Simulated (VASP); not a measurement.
Write the native input for VASP 6.6.1 that does the following.

```yaml
Task: single point
Functional: PBEsol
Potentials_or_basis: VASP PAW PBE potentials, release 64 (Cd, S)
Cutoff: 520 eV
k_mesh: 7 × 7 × 4
Occupations: fermi-dirac, width 0.05 eV
Spin: no spin polarisation
Dipole_correction: no
Further_INCAR_settings: ALGO = Normal; EDIFF = 1e-07; NBANDS = 22
```

The structure of Cd2S lies in POSCAR:

```
Cd2S
1.0
    3.9360741467      0.0000000000      0.0000000000
   -1.9680370733      3.4087402022      0.0000000000
    0.0000000000      0.0000000000      5.7702029595
Cd S
2 1
Direct
    0.3333333333      0.6666666667      0.9327170000
    0.6666666667      0.3333333333      0.5787350000
    0.3333333333      0.6666666667      0.3657050000
```

The input as run:

INCAR

```
PREC = Accurate
ENCUT = 520
EDIFF = 1E-7
ISMEAR = -1
SIGMA = 0.05
LREAL = F
LASPH = T
NELM = 80
ALGO = Normal
ISIF = 2
LWAVE = F
LCHARG = T
GGA = PS
LELF = T
LVHAR = T
NBANDS = 22
```

KPOINTS

```
regular mesh
0
Gamma
  7 7 4
```

Potentials or basis: VASP PAW PBE potentials, release 64 (Cd, S).

Run with:

```bash
$ cat potpaw_PBE.64/Cd/POTCAR potpaw_PBE.64/S/POTCAR > POTCAR
$ mpirun -np 1 vasp_std > vasp.out
```

Results of the run:

```
Pressure               : -2.0 GPa
Largest force          : 0.059 eV/Å
Band gap on the k mesh : 0.51 eV (least direct gap 0.86 eV)
```

Caveat: semilocal functionals underestimate gaps, and a narrow one can read as zero; the PAW data sets were made with another functional, which shifts forces and pressure a little.

It took 31 s on 1 thread of AMD EPYC 9R45 96-Core Processor (Zen 5) (shared host), peak memory 0.18 GiB.
